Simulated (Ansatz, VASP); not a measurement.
# Two plane-wave programs on Li2CaO2

```
CELL_PARAMETERS angstrom
3.72386 0.00000 0.00000
0.00000 3.72386 0.00000
0.00000 0.00000 5.32358
ATOMIC_POSITIONS crystal
Li 0.00000 0.00000 0.00000
Li 0.50000 0.50000 0.50000
Ca 0.00000 0.00000 0.50000
O 0.50000 0.00000 0.71213
O 0.00000 0.50000 0.28787
```

Change from the starting cell: ordered mixture with vacancies on the cation sites of antifluorite (P-4m2, No. 115).

Alike in both runs: functional PBE; k mesh 6 × 6 × 4; occupations gaussian, width 0.1 eV; no spin polarisation.

Ansatz relaxed the structure, and its values are those at the end. VASP's run is a single point on that final structure, the one shown.

```csv
,VASP,Ansatz
version,VASP 6.6.1,Ansatz 0.2.0
potentials or method,"VASP PAW PBE potentials, release 64 (Li_sv, Ca_sv, O), cutoff 750 eV","scalar-relativistic, plane waves, PAW"
valence electrons in the cell,28,28
```

```tsv
	VASP	Ansatz	Ansatz less VASP
gap on the k mesh at the Fermi level (eV)	3.46	3.46	+0.001
least direct gap on the mesh (eV)	3.65	3.65	-0.001
pressure (GPa)	0.3	0.1	-0.19
rms of the force components (eV/Å)	0.022	0.002	-0.0202
```

With one functional, cell and mesh, what is left measures potentials, basis and numerics.
